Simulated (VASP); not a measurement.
# Al3Ni2 (P-3m1) in VASP: further runs, part 2 of 2

VASP 6.6.1.

## 3. Single point, PBEsol (strain -0.0750 x Voigt [1, 1, 0, 0, 0, 0])

File INCAR:

```
ALGO = Fast ; EDIFF = 1E-6
ENCUT = 520 ; GGA = PS
ISIF = 2 ; ISMEAR = 0
LASPH = True ; LCHARG = False
LREAL = False ; LWAVE = False
NBANDS = 22 ; NELM = 100
PREC = Accurate ; SIGMA = 0.15
```

File KPOINTS:

```
k-points
0
Gamma
  12 12 10
```

File POSCAR:

```
Al3Ni2
1.0
    3.7029041654      0.0000000000      0.0000000000
   -1.8514520827      3.2068090750      0.0000000000
    0.0000000000      0.0000000000      4.8594646093
Al Ni
3 2
Direct
    0.0000000000      0.0000000000      0.0000000000
    0.3333333333      0.6666666667      0.6477829058
    0.6666666667      0.3333333333      0.3522170942
    0.3333333333      0.6666666667      0.1455709071
    0.6666666667      0.3333333333      0.8544290929
```

Potentials or basis: VASP PAW PBE potentials, release 64 (Al, Ni).

Run with:

```sh
$ cat potpaw_PBE.64/Al/POTCAR potpaw_PBE.64/Ni/POTCAR > POTCAR
$ mpirun -np 1 vasp_std > vasp.out
```

OUTCAR:

```text
EDIFF = 1E-6
   ENCUT = 520
   GGA = PS
   ISIF = 2
   ISMEAR = 0
   LASPH = True
   LREAL = False
   NELM = 100
   PREC = Accurate

 ion  position               nearest neighbor table
   1  0.000  0.000  0.000-   4 2.25   5 2.25   4 2.25   5 2.25   5 2.25   4 2.25   2 2.74   3 2.74
                             2 2.74   3 2.74   2 2.74   3 2.74
   2  0.333  0.667  0.648-   5 2.36   5 2.36   5 2.36   4 2.42   4 2.44   3 2.58   3 2.58   3 2.58
                             1 2.74   1 2.74   1 2.74
   3  0.667  0.333  0.352-   4 2.36   4 2.36   4 2.36   5 2.42   5 2.44   2 2.58   2 2.58   2 2.58
                             1 2.74   1 2.74   1 2.74
   4  0.333  0.667  0.146-   1 2.25   1 2.25   1 2.25   3 2.36   3 2.36   3 2.36   2 2.42   2 2.44
                             5 2.56   5 2.56   5 2.56
   5  0.667  0.333  0.854-   1 2.25   1 2.25   1 2.25   2 2.36   2 2.36   2 2.36   3 2.42   3 2.44
                             4 2.56   4 2.56   4 2.56

  LATTYP: Found a hexagonal cell.
 ALAT       =     3.7029041654
 C/A-ratio  =     1.3123387461

  Lattice vectors:

 A1 = (   3.7029041654,   0.0000000000,   0.0000000000)
 A2 = (  -1.8514520827,   3.2068090750,   0.0000000000)
[... 186 lines left out ...]
 cond. band min:      10.5072759744   @ k =   0.1667   0.0000   0.3000
 fundamental gap:      0.0271256316
 Fermi energy:        10.5071997989

 k-point     1 :       0.0000    0.0000    0.0000
  band No.  band energies     occupation
      1      -1.1914      2.00000
      2       4.1552      2.00000
      3       4.6390      2.00000
      4       6.1271      2.00000
      5       6.1271      2.00000
      6       6.7135      2.00000
[... 589 lines left out ...]
     21      17.6052      0.00000
     22      18.3777      0.00000

 [... further k-points ...]

------------------------ aborting loop because EDIFF is reached ----------------------------------------

  FORCE on cell =-STRESS in cart. coord.  units (eV):
  Direction    XX          YY          ZZ          XY          YZ          ZX
  --------------------------------------------------------------------------------------
  -------------------------------------------------------------------------------------
  Total       13.9804664     13.9804664      6.1934483      0.0000000      0.0000000      0.0000000
  in kB      388.1756073    388.1756073    171.9646177      0.0000000      0.0000000      0.0000000
  external PRESSURE =     316.1052775 kB  Pullay stress =       0.0000000 kB

 VOLUME and BASIS-vectors are now :
 -----------------------------------------------------------------------------
  energy-cutoff  :      520.00
  volume of cell :       57.70
      direct lattice vectors                 reciprocal lattice vectors
     3.702904165  0.000000000  0.000000000     0.270058299  0.155918232  0.000000000
    -1.851452083  3.206809075  0.000000000     0.000000000  0.311836463  0.000000000
     0.000000000  0.000000000  4.859464609     0.000000000  0.000000000  0.205783987

 POSITION                                       TOTAL-FORCE (eV/Angst)
 -----------------------------------------------------------------------------------
      0.00000      0.00000      0.00000        -0.000000      0.000000     -0.000000
     -0.00000      2.13787      3.14788        -0.000000      0.000000     -0.264456
      1.85145      1.06894      1.71159         0.000000     -0.000000      0.264456
     -0.00000      2.13787      0.70740         0.000000      0.000000      0.489019
      1.85145      1.06894      4.15207        -0.000000     -0.000000     -0.489019
 -----------------------------------------------------------------------------------
    total drift:                                0.000000     -0.000000      0.000000

  FREE ENERGIE OF THE ION-ELECTRON SYSTEM (eV)
  ---------------------------------------------------
  free  energy   TOTEN  =       -26.6415879705 eV

  energy  without entropy=      -26.6285948487  energy(sigma->0) =      -26.63509141
```

It took 6.8 min on 1 thread of Intel Xeon 8259CL, shared host; peak memory 0.3 GiB.

What came out:

```
Free energy            : -26.6416 eV
Pressure               : 31.6 GPa
Largest force          : 0.489 eV/Å
Band gap on the k mesh : zero (an odd number of electrons rules out a gap without spin polarisation)
```

Forces on the atoms (eV/Å):
```
Al   0.000  0.000  0.000
Al   0.000  0.000 -0.264
Al   0.000  0.000  0.264
Ni   0.000  0.000  0.489
Ni   0.000  0.000 -0.489
```

Stress tensor (GPa, compression positive):
```
38.82  0.00  0.00
 0.00 38.82  0.00
 0.00  0.00 17.20
```

Caveat: the cell differs from its parent crystal (strain -0.0750 x Voigt [1, 1, 0, 0, 0, 0]); the cell stands under pressure; the PAW data sets were made with another functional, which shifts forces and pressure a little. Spin polarisation is off, so any magnetic state and its effect on volume and gap are missing.
